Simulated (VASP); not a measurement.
# Hf2BeCl (P-6m2) in VASP: further runs

Hf2BeCl is run at these levels: PBE; tasks: single point, relaxation of cell and atoms.

Everything below comes from runs of VASP 6.6.1. Logs are shortened: lines on timing, memory, paths and dates and some standing lists are left out, and cuts for length are marked.

### Step 1. The cell of the first run

Symmetry: P-6m2, No. 187, hexagonal system. The conventional cell has a = 3.231 Å, b = 3.231 Å, c = 7.845 Å, α = 90.00°, β = 90.00°, γ = 120.00°. Hf (site symmetry 3m) has 3 Be at 2.65 Å and 3 Cl at 2.76 Å and 6 Hf at 3.23 Å within 3.5 Å. Be (site symmetry -6m2) has 6 Hf at 2.65 Å and 6 Be at 3.23 Å within 3.5 Å. Cl (site symmetry -6m2) has 6 Hf at 2.76 Å and 6 Cl at 3.23 Å within 3.6 Å.

### Step 2. Single point, PBE

File INCAR:

```
SYSTEM = Hf2BeCl
PREC     = Accurate       ! precision mode
ENCUT    = 520            ! plane-wave cutoff, eV
EDIFF    = 1E-7           ! SCF threshold, eV
ISMEAR   = 0              ! smearing method
SIGMA    = 0.1            ! smearing width, eV
LREAL    = .False.        ! projectors in reciprocal space
LASPH    = .True.         ! aspherical terms in the spheres
NELM     = 100            ! most SCF steps
ALGO     = Normal         ! electronic algorithm
ISIF     = 2              ! what is computed and relaxed
LWAVE    = .False.        ! write WAVECAR
LCHARG   = .False.        ! write CHGCAR
GGA      = PE             ! functional
NBANDS   = 22             ! bands
```

File KPOINTS:

```
regular mesh
0
Gamma
  6 6 4
  0 0 0
```

File POSCAR:

```
Hf2BeCl
1.0
    3.2308644150      0.0000000000      0.0000000000
   -1.6154322075      2.7980106596      0.0000000000
    0.0000000000      0.0000000000      7.8449192434
Hf Be Cl
2 1 1
Direct
    0.0000000000      0.0000000000      0.7399977623
    0.0000000000      0.0000000000      0.2600022377
    0.3333333333      0.6666666667      0.5000000000
    0.3333333333      0.6666666667      0.0000000000
```

Potentials or basis: VASP PAW PBE potentials, release 64 (Hf_pv, Be, Cl).

The run is started by

```console
$ cat potpaw_PBE.64/Hf_pv/POTCAR potpaw_PBE.64/Be/POTCAR potpaw_PBE.64/Cl/POTCAR > POTCAR
$ mpirun -np 1 vasp_std > vasp.out
```

OUTCAR:

```text
SYSTEM = Hf2BeCl
   PREC = Accurate
   ENCUT = 520
   EDIFF = 1E-7
   ISMEAR = 0
   LREAL = .False.
   LASPH = .True.
   NELM = 100
   ISIF = 2
   GGA = PE

 ion  position               nearest neighbor table
   1  0.000  0.000  0.740-   3 2.65   3 2.65   3 2.65   4 2.76   4 2.76   4 2.76   2 3.77
   2  0.000  0.000  0.260-   3 2.65   3 2.65   3 2.65   4 2.76   4 2.76   4 2.76   1 3.77
   3  0.333  0.667  0.500-   1 2.65   2 2.65   1 2.65   2 2.65   1 2.65   2 2.65
   4  0.333  0.667  0.000-   1 2.76   2 2.76   1 2.76   2 2.76   1 2.76   2 2.76

  LATTYP: Found a hexagonal cell.
 ALAT       =     3.2308644150
 C/A-ratio  =     2.4281177529

  Lattice vectors:

 A1 = (   3.2308644150,   0.0000000000,   0.0000000000)
 A2 = (  -1.6154322075,   2.7980106596,   0.0000000000)
 A3 = (   0.0000000000,   0.0000000000,   7.8449192434)

Analysis of symmetry for initial positions (statically):
=====================================================================
 Subroutine PRICEL returns:
 Original cell was already a primitive cell.

 Routine SETGRP: Setting up the symmetry group for a
 hexagonal supercell.

 Subroutine GETGRP returns: Found 12 space group operations
 (whereof 12 operations were pure point group operations)
 out of a pool of 24 trial point group operations.

The static configuration has the point symmetry D_3h.

Analysis of symmetry for dynamics (positions and initial velocities):
=====================================================================
 Subroutine PRICEL returns:
 Original cell was already a primitive cell.

 Routine SETGRP: Setting up the symmetry group for a
 hexagonal supercell.

 Subroutine GETGRP returns: Found 12 space group operations
 (whereof 12 operations were pure point group operations)
 out of a pool of 24 trial point group operations.

The dynamic configuration has the point symmetry D_3h.

 Subroutine INISYM returns: Found 12 space group operations
 (whereof 12 operations are pure point group operations),
 and found     1 'primitive' translations

----------------------------------------------------------------------------------------

                                     Primitive cell

  volume of cell :      70.9180

  direct lattice vectors                    reciprocal lattice vectors
     3.230864415  0.000000000  0.000000000     0.309514691  0.178698390  0.000000000
    -1.615432208  2.798010660  0.000000000     0.000000000  0.357396780  0.000000000
     0.000000000  0.000000000  7.844919243     0.000000000  0.000000000  0.127471038

  length of vectors
     3.230864415  3.230864415  7.844919243     0.357396780  0.357396780  0.127471038

  position of ions in fractional coordinates (direct lattice)
     0.000000000  0.000000000  0.739997762
     0.000000000  0.000000000  0.260002238
     0.333333333  0.666666667  0.500000000
     0.333333333  0.666666667  0.000000000

  ion indices of the primitive-cell ions
   primitive index   ion index
                 1           1
                 2           2
                 3           3
                 4           4

----------------------------------------------------------------------------------------

 KPOINTS: regular mesh

Automatic generation of k-mesh.
 Grid dimensions read from file:
 generate k-points for:    6    6    4

 Generating k-lattice:

  Cartesian coordinates                     Fractional coordinates (reciprocal lattice)
     0.051585782  0.029783065  0.000000000     0.166666667  0.000000000  0.000000000
     0.000000000  0.059566130  0.000000000     0.000000000  0.166666667  0.000000000
     0.000000000  0.000000000  0.031867760     0.000000000  0.000000000  0.250000000

  Length of vectors
     0.059566130  0.059566130  0.031867760

  Shift w.r.t. Gamma in fractional coordinates (k-lattice)
     0.000000000  0.000000000  0.000000000

 Subroutine IBZKPT returns following result:
 ===========================================

 Found     21 irreducible k-points:

 Following reciprocal coordinates:
            Coordinates               Weight
  0.000000  0.000000  0.000000      1.000000
  0.166667 -0.000000  0.000000      6.000000
  0.333333 -0.000000  0.000000      6.000000
  0.500000 -0.000000  0.000000      3.000000
  0.166667  0.166667  0.000000      6.000000
  0.333333  0.166667  0.000000     12.000000
[... 13 lines left out ...]
  0.333333  0.166667  0.500000     12.000000
  0.333333  0.333333  0.500000      2.000000
   k-points           NKPTS =     21   k-points in BZ     NKDIM =     21   number of bands    NBANDS=     22
   number of dos      NEDOS =    301   number of ions     NIONS =      4
   total plane-waves  NPLWV =  34560
   dimension x,y,z NGX =    24 NGY =   24 NGZ =   60
   dimension x,y,z NGXF=    48 NGYF=   48 NGZF=  120
   ions per type =               2   1   1
   NGX,Y,Z   is equivalent  to a cutoff of  12.35, 12.35, 12.71 a.u.
   NGXF,Y,Z  is equivalent  to a cutoff of  24.70, 24.70, 25.43 a.u.
 SYSTEM =  Hf2BeCl
   PREC   = accura    normal or accurate (medium, high low for compatibility)
   ISTART =      0    job   : 0-new  1-cont  2-samecut
   ICHARG =      2    charge: 1-file 2-atom 10-const
   ISPIN  =      1    spin polarized calculation?
   LNONCOLLINEAR =      F non collinear calculations
   LSORBIT =      F    spin-orbit coupling
   LASPH  =      T    aspherical Exc in radial PAW
   ENCUT  =  520.0 eV  38.22 Ry    6.18 a.u.   6.01  6.01 14.59*2*pi/ulx,y,z
   NELM   =    100;   NELMIN=  2; NELMDL= -5     # of ELM steps
   EDIFF  = 0.1E-06   stopping-criterion for ELM
   LREAL  =      F    real-space projection
   EDIFFG = 0.1E-05   stopping-criterion for IOM
   NSW    =      0    number of steps for IOM
   IBRION =     -1    ionic relax: 0-MD 1-quasi-New 2-CG
   NFREE  =      0    steps in history (QN), initial steepest desc. (CG)
   ISIF   =      2    stress and relaxation
   ISYM   =      2    0-nonsym 1-usesym 2-fastsym
   POTIM  = 0.5000    time-step for ionic-motion
   TEBEG  =    0.0;   TEEND  =   0.0 temperature during run
   PSTRESS=    0.0 pullay stress
   NELECT =      29.0000    total number of electrons
   NUPDOWN=      -1.0000    fix difference up-down
   EMIN   =  10.00;   EMAX   =-10.00  energy-range for DOS
   EFERMI =   0.00;   METHOD = LEGACY
   ISMEAR =     0;   SIGMA  =   0.10  broadening in eV -4-tet -1-fermi 0-gaus
   EFERMI_NEDOS =   21; number of points for ismear=-14 and -15
   IALGO  =     38    algorithm
   IMIX   =      4    mixing-type and parameters
     AMIX     =   0.40;   BMIX     =  1.00
     AMIX_MAG =   1.60;   BMIX_MAG =  1.00
  volume/ion in A,a.u.               =      17.73       119.64
  Fermi-wavevector in a.u.,A,eV,Ry     =   1.215128  2.296259 20.089487  1.476536
  Thomas-Fermi vector in A             =   2.350525
   LORBIT       =      0    0 simple, 1 ext, 2 COOP (PROOUT), +10 PAW based schemes
   GGA     = PE    functional components
   LHFCALC =     F    Hartree Fock is set to
   AEXX    =    0.0000 exact exchange contribution
   IVDW    =     0    specifies the selected vdW correction
   LEPSILON=     F    determine dielectric tensor
   LRPA    =     F    only Hartree local field effects (RPA)
 non-spin polarized calculation
 Gauss-broadening in eV      SIGMA  =   0.10
  energy-cutoff  :      520.00
  volume of cell :       70.92
 maximum number of plane-waves:      1938
   NGX = 13   NGY = 13   NGZ = 29

 number of electron      29.0000000 magnetization

 Free energy of the ion-electron system (eV)
  ---------------------------------------------------
  ext. energy  EPLUGINS =         0.00000000
  ---------------------------------------------------
  free energy    TOTEN  =       -25.91648121 eV

  energy without entropy =      -25.89806914  energy(sigma->0) =      -25.90727517

 E-fermi :   5.8471     XC(G=0): -10.9405

 val. band max:        5.8439282761   @ k =   0.3333   0.1667   0.5000
 cond. band min:       5.8693470289   @ k =   0.5000  -0.0000   0.5000
 fundamental gap:      0.0254187527
 Fermi energy:         5.8470746772

 k-point     1 :       0.0000    0.0000    0.0000
  band No.  band energies     occupation
      1     -25.2649      2.00000
      2     -25.1847      2.00000
      3     -24.7176      2.00000
      4     -24.7176      2.00000
      5     -24.7135      2.00000
      6     -24.7135      2.00000
[... 14 lines left out ...]
     21       8.9435      0.00000
     22       9.4123      0.00000

 k-point     2 :       0.1667   -0.0000    0.0000
  band No.  band energies     occupation
      1     -25.2396      2.00000
      2     -25.1646      2.00000
      3     -24.8519      2.00000
      4     -24.8454      2.00000
      5     -24.7483      2.00000
      6     -24.7439      2.00000
[... 14 lines left out ...]
     21       9.1395      0.00000
     22       9.8665      0.00000

 k-point     3 :       0.3333   -0.0000    0.0000
  band No.  band energies     occupation
      1     -25.1893      2.00000
      2     -25.1253      2.00000
      3     -25.1100      2.00000
      4     -25.0989      2.00000
      5     -24.8092      2.00000
      6     -24.8041      2.00000
[... 14 lines left out ...]
     21       9.8435      0.00000
     22      10.2040      0.00000

 k-point     4 :       0.5000   -0.0000    0.0000
  band No.  band energies     occupation
      1     -25.2369      2.00000
      2     -25.2237      2.00000
      3     -25.1616      2.00000
      4     -25.1033      2.00000
      5     -24.8393      2.00000
      6     -24.8339      2.00000
[... 14 lines left out ...]
     21      10.6419      0.00000
     22      11.5301      0.00000

 k-point     5 :       0.1667    0.1667    0.0000
  band No.  band energies     occupation
      1     -25.2016      2.00000
      2     -25.1344      2.00000
      3     -25.0222      2.00000
      4     -25.0130      2.00000
      5     -24.8199      2.00000
      6     -24.8145      2.00000
[... 342 lines left out ...]
 k-point    19 :       0.1667    0.1667    0.5000
  band No.  band energies     occupation
      1     -25.1702      2.00000
      2     -25.1664      2.00000
      3     -25.0183      2.00000
      4     -25.0167      2.00000
      5     -24.8175      2.00000
      6     -24.8169      2.00000
[... 14 lines left out ...]
     21       9.4057      0.00000
     22       9.9693      0.00000

 k-point    20 :       0.3333    0.1667    0.5000
  band No.  band energies     occupation
      1     -25.1688      2.00000
      2     -25.1639      2.00000
      3     -25.1379      2.00000
      4     -25.1264      2.00000
      5     -24.9052      2.00000
      6     -24.9051      2.00000
[... 14 lines left out ...]
     21      10.0996      0.00000
     22      11.1718      0.00000

 k-point    21 :       0.3333    0.3333    0.5000
  band No.  band energies     occupation
      1     -25.1276      2.00000
      2     -25.1149      2.00000
      3     -25.0881      2.00000
      4     -25.0824      2.00000
      5     -25.0671      2.00000
      6     -25.0660      2.00000
[... 14 lines left out ...]
     21      10.4735      0.00000
     22      10.7118      0.00000

------------------------ aborting loop because EDIFF is reached ----------------------------------------

  FORCE on cell =-STRESS in cart. coord.  units (eV):
  Direction    XX          YY          ZZ          XY          YZ          ZX
  --------------------------------------------------------------------------------------
  -------------------------------------------------------------------------------------
  Total       -0.2817927     -0.2817927     -0.1531191      0.0000000      0.0000000      0.0000000
  in kB       -6.3662518     -6.3662518     -3.4592614      0.0000000      0.0000000      0.0000000
  external PRESSURE =      -5.3972550 kB  Pullay stress =       0.0000000 kB

 VOLUME and BASIS-vectors are now :
 -----------------------------------------------------------------------------
  energy-cutoff  :      520.00
  volume of cell :       70.92
      direct lattice vectors                 reciprocal lattice vectors
     3.230864415  0.000000000  0.000000000     0.309514691  0.178698390  0.000000000
    -1.615432208  2.798010660  0.000000000     0.000000000  0.357396780  0.000000000
     0.000000000  0.000000000  7.844919243     0.000000000  0.000000000  0.127471038

 POSITION                                       TOTAL-FORCE (eV/Angst)
 -----------------------------------------------------------------------------------
      0.00000      0.00000      5.80522         0.000000      0.000000      0.008434
      0.00000      0.00000      2.03970         0.000000     -0.000000     -0.008434
     -0.00000      1.86534      3.92246        -0.000000     -0.000000      0.000000
     -0.00000      1.86534      0.00000        -0.000000      0.000000      0.000000
 -----------------------------------------------------------------------------------
    total drift:                                0.000000     -0.000000     -0.000000

  FREE ENERGIE OF THE ION-ELECTRON SYSTEM (eV)
  ---------------------------------------------------
  free  energy   TOTEN  =       -25.9164812097 eV

  energy  without entropy=      -25.8980691380  energy(sigma->0) =      -25.90727517
```

It took 18 s on 1 thread of Intel Xeon Platinum 8375C at 2.90GHz (Ice Lake), shared host; peak memory 0.19 GiB.

What came out:

| Quantity | Value |
| --- | --- |
| Free energy | -25.9165 eV |
| Pressure | -0.5 GPa |
| Largest force | 0.008 eV/Å |

Forces in eV/Å, atoms in the order of the input:
```
Hf   0.000  0.000  0.008
Hf   0.000  0.000 -0.008
Be   0.000  0.000  0.000
Cl   0.000  0.000  0.000
```

Caveat: the k points lie up to 0.37 Å⁻¹ apart; spin-orbit coupling is left out, which moves the levels of the heavy elements; an odd number of electrons without spin polarisation forces a metal; a magnetic or distorted state may lie lower.

### Step 3. Single point, PBE

This run uses another cell than the first one, of 18.47 Å³/atom, 1.042 times its volume.

File INCAR:

```
PREC     = Accurate       # precision mode
ENCUT    = 520            # plane-wave cutoff, eV
EDIFF    = 1E-6           # SCF threshold, eV
ISMEAR   = 0              # smearing method
SIGMA    = 0.1            # smearing width, eV
LREAL    = F              # projectors in reciprocal space
LASPH    = T              # aspherical terms in the spheres
NELM     = 80             # most SCF steps
ALGO     = Normal         # electronic algorithm
ISIF     = 2              # what is computed and relaxed
LWAVE    = F              # write WAVECAR
LCHARG   = F              # write CHGCAR
GGA      = PE             # functional
NBANDS   = 22             # bands
```

File KPOINTS:

```
regular mesh
0
Gamma
  6 6 4
```

File POSCAR:

```
Hf2BeCl
1.0
    3.4580000000      0.0000000000      0.0000000000
   -1.7290000000      2.9947158500      0.0000000000
    0.0000000000      0.0000000000      7.1349131300
Hf Be Cl
2 1 1
Direct
    0.0000000000      0.0000000000      0.7665624600
    0.0000000000      0.0000000000      0.2334375400
    0.3333333300      0.6666666700      0.5000000000
    0.3333333300      0.6666666700      0.0000000000
```

Potentials or basis: VASP PAW PBE potentials, release 64 (Hf_pv, Be, Cl).

The run is started by

```console
$ cat potpaw_PBE.64/Hf_pv/POTCAR potpaw_PBE.64/Be/POTCAR potpaw_PBE.64/Cl/POTCAR > POTCAR
$ mpirun -np 1 vasp_std > vasp.out
```

Run time: 25 s. Hardware: 1 thread of Intel Xeon Platinum 8375C at 2.90GHz (Ice Lake), shared host; peak memory 0.2 GiB.

Results (log left out):

| Property | Result |
| --- | --- |
| Free energy | -25.2336 eV |
| Pressure | -4.5 GPa |
| Largest force | 1.244 eV/Å |

Forces on the atoms (eV/Å):
```
Hf   0.000  0.000 -1.244
Hf   0.000  0.000  1.244
Be   0.000  0.000  0.000
Cl   0.000  0.000  0.000
```

Stress tensor (GPa, compression positive):
```
-8.17  0.00  0.00
 0.00 -8.17  0.00
 0.00  0.00  2.70
```

Levels at points of the mesh, in eV from the Fermi level:
```tsv
k point	band 10	band 11	band 12	band 13	band 14	band 15	band 16	band 17	band 18	band 19
(0.00, 0.00, 0.00)	-6.81	-5.67	-1.97	-1.50	0.54	0.54	0.66	0.66	1.23	2.94
(0.50, 0.00, 0.00)	-7.34	-2.83	-2.19	-1.67	-1.55	0.35	1.72	2.19	2.82	4.12
(0.00, 0.00, 0.50)	-6.81	-4.66	-3.69	-0.35	0.41	0.45	0.45	0.92	0.92	2.40
(0.50, 0.00, 0.50)	-7.33	-2.90	-2.31	-2.07	-0.13	0.16	1.07	1.13	3.55	3.70
```

Caveat: spin-orbit coupling is left out, which moves the levels of the heavy elements; an odd number of electrons without spin polarisation forces a metal; a magnetic or distorted state may lie lower.

(Part 1 of 2 ends here.)
